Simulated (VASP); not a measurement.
Set up this calculation in VASP 6.6.1, as the native input.

- Task: relaxation of cell and atoms
- Functional: PBE
- Potentials or basis: VASP PAW PBE potentials, release 64 (Ho_3, Ti_sv), 4f in core
- Cutoff: 500 eV
- k mesh: 3 × 3 × 4
- Occupations: gaussian, width 0.2 eV
- Spin: no spin polarisation
- Dipole correction: no
- Further INCAR settings: ALGO = Normal; EDIFF = 1e-07; IBRION = 2; EDIFFG = -0.08; NSW = 36; ISIF = 3

The structure of Ho4Ti lies in POSCAR:

```
Ho4Ti
1.0
    6.0100344100      0.0000000000      0.0000000000
   -3.0050172000      5.2048424700      0.0000000000
    0.0000000000      0.0000000000      4.3100645200
Ho Ti
4 1
Direct
    0.5922861100      0.0000000000      0.0000000000
    0.0000000000      0.5922861100      0.0000000000
    0.4077138900      0.4077138900      0.0000000000
    0.0000000000      0.0000000000      0.5000000000
    0.0000000000      0.0000000000      0.0000000000
```

The cell was generated, and may not be a known phase.

The input as run:

INCAR

```
ALGO = Normal
EDIFF = 1E-7
EDIFFG = -0.08
ENCUT = 500
GGA = PE
GGA_COMPAT = False
IBRION = 2
ISIF = 3
ISMEAR = 0
LASPH = True
LCHARG = False
LMAXMIX = 6
LREAL = False
LWAVE = False
NELM = 200
NELMIN = 4
NSW = 36
PREC = Accurate
SIGMA = 0.2
```

KPOINTS

```
k-points
0
Gamma
  3 3 4
```

Potentials or basis: VASP PAW PBE potentials, release 64 (Ho_3, Ti_sv), 4f in core.

Run with:

```bash
$ cat potpaw_PBE.64/Ho_3/POTCAR potpaw_PBE.64/Ti_sv/POTCAR > POTCAR
$ mpirun -np 1 vasp_std > vasp.out
```

It gave:

- Relaxed volume: 35.87 Å³/atom
- Relaxed cell: a = 6.305 Å, b = 6.305 Å, c = 5.210 Å, α = 90.00°, β = 90.00°, γ = 120.00°
- Space group after relaxing (to 0.1 Å): P6/mmm (No. 191)
- Energy gained by relaxing: 740.1 meV/atom
- Ionic steps: 10
- Pressure after relaxing: -0.1 GPa
- Largest force after relaxing: 0.059 eV/Å
- Band gap on the k mesh: zero (bands 24 and 25 overlap by 0.31 eV)

Caveat: the k points lie up to 0.38 Å⁻¹ apart in the final cell; the volume moved by over 15 % at a fixed basis, so the end points are rough; spin-orbit coupling is left out, which moves the levels of the heavy elements; the 4f electrons are frozen in the core, so they carry no moment and show no levels; the relaxation stopped at a loose force limit of 0.08 eV/Å, so its end isn't a converged minimum.

It took 8.8 min on 1 thread of Intel(R) Xeon(R) Platinum 8259CL CPU @ 2.50GHz (Skylake/Cascade Lake), on a shared host, peak memory 0.29 GiB.
